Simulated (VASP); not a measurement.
A run of VASP 6.6.1 is set up as follows.

File INCAR:

```
SYSTEM = GaSb
PREC = Accurate
ENCUT = 500
EDIFF = 1E-6
ISMEAR = -1
SIGMA = 0.1
LREAL = .FALSE.
LASPH = .TRUE.
NELM = 120
ALGO = Normal
ISIF = 2
LWAVE = .FALSE.
LCHARG = .FALSE.
GGA = PS
NBANDS = 16
GGA_COMPAT = .FALSE.
```

File KPOINTS:

```
Automatic mesh
0
G
  8 8 8
  0 0 0
```

Contents of POSCAR:

```
GaSb
1.0
   -2.7043971938      2.7043971938      1.5648972565
    2.7043971938     -2.7043971938      1.5648972565
    2.7043971938      2.7043971938     -1.5648972565
Ga Sb
1 1
Direct
    0.2500000000      0.7500000000      0.5000000000
    0.0000000000      0.0000000000      0.0000000000
```

Potentials or basis: VASP PAW PBE potentials, release 64 (Ga_d, Sb).

The run is started by

```bash
$ cat potpaw_PBE.64/Ga_d/POTCAR potpaw_PBE.64/Sb/POTCAR > POTCAR
$ mpirun -np 1 vasp_std > vasp.out
```

**Question.** Estimate the pressure.

**Answer.** 0.0 GPa.

**Question.** Estimate the band gap on the k mesh.

**Answer.** Zero (bands 9 and 10 overlap by 3.96 eV).

Caveat: the PAW data sets were made with another functional, which shifts forces and pressure a little; spin-orbit coupling is left out, which moves the levels of the heavy elements.
